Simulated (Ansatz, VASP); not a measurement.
## Two plane-wave programs on Ru

```xyz
2
Lattice="2.7058 0.0000 0.0000 -1.3529 2.3433 0.0000 0.0000 0.0000 4.2819" Properties=species:S:1:pos:R:3 pbc="T T T"
Ru    0.0000    1.5622    1.0705
Ru    1.3529    0.7811    3.2114
```

Alike in both runs: task single point; functional PBE; k mesh 12 × 12 × 7; occupations fermi-dirac, width 0.05 eV; no spin polarisation.

|  | VASP | Ansatz |
| --- | --- | --- |
| version | VASP 6.6.1 | Ansatz 0.2.0 |
| potentials or method | VASP PAW PBE potentials, release 64 (Ru_pv), cutoff 520 eV | plane waves, PAW |
| valence electrons in the cell | 28 | 32 |

|  | VASP | Ansatz | Ansatz less VASP |
| --- | --- | --- | --- |
| pressure (GPa) | 4.3 | 4.4 | +0.06 |
| traceless stress, the component that is largest in VASP (GPa) | 0.16 | 0.14 | -0.023 |

With one functional, cell and mesh, what is left measures potentials, basis and numerics. VASP's potentials hold 28 valence electrons a cell and Ansatz's 32, so a difference there can come from the potentials and not from the codes.
